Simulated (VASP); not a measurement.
# P (Pm-3m) in VASP: further runs, part 2 of 2

VASP 6.6.1.

**3. Single point, PBE (volume scaled by 1.12)**

The input, INCAR:

```
ALGO = Normal
EDIFF = 1E-6
ENCUT = 520
GGA = PE
ISIF = 2
ISMEAR = -1
LASPH = True
LCHARG = False
LREAL = False
LWAVE = False
NBANDS = 8
NELM = 60
PREC = Accurate
SIGMA = 0.1
```

The input, KPOINTS:

```
k-points
0
Gamma
  14 14 14
```

The input, POSCAR:

```
P
1.0
    2.5377449243      0.0000000000      0.0000000000
    0.0000000000      2.5377449243      0.0000000000
    0.0000000000      0.0000000000      2.5377449243
P
1
Direct
    0.0000000000      0.0000000000      0.0000000000
```

Potentials or basis: VASP PAW PBE potentials, release 64 (P).

The run is started by

```console
cat potpaw_PBE.64/P/POTCAR > POTCAR
mpirun -np 1 vasp_std > vasp.out
```

OUTCAR:

```text
EDIFF = 1E-6
   ENCUT = 520
   GGA = PE
   ISIF = 2
   ISMEAR = -1
   LASPH = True
   LREAL = False
   NELM = 60
   PREC = Accurate

 ion  position               nearest neighbor table
   1  0.000  0.000  0.000-

  LATTYP: Found a simple cubic cell.
 ALAT       =     2.5377449243

  Lattice vectors:

 A1 = (   2.5377449243,   0.0000000000,   0.0000000000)
 A2 = (   0.0000000000,   2.5377449243,   0.0000000000)
 A3 = (   0.0000000000,   0.0000000000,   2.5377449243)

Analysis of symmetry for initial positions (statically):
=====================================================================
 Subroutine PRICEL returns:
 Original cell was already a primitive cell.

 Routine SETGRP: Setting up the symmetry group for a
 simple cubic supercell.

 Subroutine GETGRP returns: Found 48 space group operations
 (whereof 48 operations were pure point group operations)
 out of a pool of 48 trial point group operations.

The static configuration has the point symmetry O_h .

Analysis of symmetry for dynamics (positions and initial velocities):
=====================================================================
 Subroutine PRICEL returns:
 Original cell was already a primitive cell.

 Routine SETGRP: Setting up the symmetry group for a
 simple cubic supercell.

 Subroutine GETGRP returns: Found 48 space group operations
 (whereof 48 operations were pure point group operations)
 out of a pool of 48 trial point group operations.

The dynamic configuration has the point symmetry O_h .

 Subroutine INISYM returns: Found 48 space group operations
 (whereof 48 operations are pure point group operations),
 and found     1 'primitive' translations

----------------------------------------------------------------------------------------

                                     Primitive cell

  volume of cell :      16.3435

[... 95 lines left out ...]
   TEBEG  =    0.0;   TEEND  =   0.0 temperature during run
   PSTRESS=    0.0 pullay stress
   NELECT =       5.0000    total number of electrons
   NUPDOWN=      -1.0000    fix difference up-down
   EMIN   =  10.00;   EMAX   =-10.00  energy-range for DOS
   EFERMI =   0.00;   METHOD = LEGACY
   ISMEAR =    -1;   SIGMA  =   0.10  broadening in eV -4-tet -1-fermi 0-gaus
   EFERMI_NEDOS =   21; number of points for ismear=-14 and -15
   IALGO  =     38    algorithm
   IMIX   =      4    mixing-type and parameters
     AMIX     =   0.40;   BMIX     =  1.00
     AMIX_MAG =   1.60;   BMIX_MAG =  1.00
  volume/ion in A,a.u.               =      16.34       110.29
  Fermi-wavevector in a.u.,A,eV,Ry     =   1.103105  2.084566 16.556123  1.216841
  Thomas-Fermi vector in A             =   2.239558
   LORBIT       =      0    0 simple, 1 ext, 2 COOP (PROOUT), +10 PAW based schemes
   GGA     = PE    functional components
[... 5 lines left out ...]
 non-spin polarized calculation
  energy-cutoff  :      520.00
  volume of cell :       16.34
 maximum number of plane-waves:       466
 NGX is ok and might be reduce to    20
   NGX =  9   NGY =  9   NGZ =  9

 number of electron       4.9999998 magnetization

 Free energy of the ion-electron system (eV)
  ---------------------------------------------------
  ext. energy  EPLUGINS =         0.00000000
  ---------------------------------------------------
  free energy    TOTEN  =        -5.22759377 eV

  energy without entropy =       -5.21559221  energy(sigma->0) =       -5.22159299

 E-fermi :   8.0177     XC(G=0): -10.7719

 val. band max:        8.0064757026   @ k =   0.2857   0.2143   0.2143
 cond. band min:       8.0252946805   @ k =   0.2857   0.2143   0.0714
 fundamental gap:      0.0188189778
 Fermi energy:         8.0176575957

 k-point     1 :       0.0000    0.0000    0.0000
  band No.  band energies     occupation
      1      -7.3051      2.00000
      2      12.4877      0.00000
      3      12.4877      0.00000
      4      12.4877      0.00000
      5      15.0281      0.00000
      6      15.0281      0.00000
      7      21.0265      0.00000
      8      31.0372      0.00000
[... 243 lines left out ...]
 k-point    24 :       0.3571    0.2143    0.0000
  band No.  band energies     occupation
      1      -3.8911      2.00000
      2       3.2778      2.00000
      3       8.5624      0.00858
      4      14.8847      0.00000
      5      16.9006      0.00000
      6      20.1448      0.00000
      7      24.0672      0.00000
      8      26.3011      0.00000

 [... further k-points ...]
[... 5 lines left out ...]
  --------------------------------------------------------------------------------------
  -------------------------------------------------------------------------------------
  Total       -0.9612201     -0.9612201     -0.9612201     -0.0000000      0.0000000     -0.0000000
  in kB      -94.2300700    -94.2300700    -94.2300700     -0.0000000      0.0000000     -0.0000000
  external PRESSURE =     -94.2300700 kB  Pullay stress =       0.0000000 kB

 VOLUME and BASIS-vectors are now :
 -----------------------------------------------------------------------------
  energy-cutoff  :      520.00
  volume of cell :       16.34
      direct lattice vectors                 reciprocal lattice vectors
     2.537744924  0.000000000  0.000000000     0.394050635  0.000000000  0.000000000
     0.000000000  2.537744924  0.000000000     0.000000000  0.394050635  0.000000000
     0.000000000  0.000000000  2.537744924     0.000000000  0.000000000  0.394050635

 POSITION                                       TOTAL-FORCE (eV/Angst)
 -----------------------------------------------------------------------------------
      0.00000      0.00000      0.00000         0.000000      0.000000      0.000000
 -----------------------------------------------------------------------------------
    total drift:                               -0.000000      0.000000      0.000000

  FREE ENERGIE OF THE ION-ELECTRON SYSTEM (eV)
  ---------------------------------------------------
  free  energy   TOTEN  =        -5.2275937731 eV

  energy  without entropy=       -5.2155922129  energy(sigma->0) =       -5.22159299
```

OSZICAR:

```text
N       E                     dE             d eps       ncg     rms          rms(c)
DAV:   1     0.945170352045E+00    0.94517E+00   -0.20581E+03  1968   0.443E+02
DAV:   2    -0.514336469447E+01   -0.60885E+01   -0.58705E+01  2680   0.493E+01
DAV:   3    -0.522141376350E+01   -0.78049E-01   -0.77641E-01  2240   0.576E+00
DAV:   4    -0.522155689773E+01   -0.14313E-03   -0.14313E-03  3000   0.267E-01
DAV:   5    -0.522155706644E+01   -0.16871E-06   -0.16890E-06  2280   0.537E-03    0.376E+00
DAV:   6    -0.522501459285E+01   -0.34575E-02   -0.87012E-04  2544   0.233E-01    0.220E+00
DAV:   7    -0.522749294723E+01   -0.24784E-02   -0.23965E-03  2176   0.368E-01    0.112E-01
DAV:   8    -0.522759042838E+01   -0.97481E-04   -0.12266E-04  2496   0.780E-02    0.601E-03
DAV:   9    -0.522759352033E+01   -0.30920E-05   -0.19746E-06  2600   0.105E-02    0.379E-03
DAV:  10    -0.522759377307E+01   -0.25274E-06   -0.14699E-06  2352   0.788E-03
   1 F= -.52275938E+01 E0= -.52215930E+01  d E =-.120016E-01
```

Run time: 7.4 s. Hardware: 1 thread of AMD EPYC 7R13 (Zen 3), shared host; peak memory 0.09 GiB.

What came out:

```yaml
Free_energy: -5.2276 eV
Pressure: -9.4 GPa
```
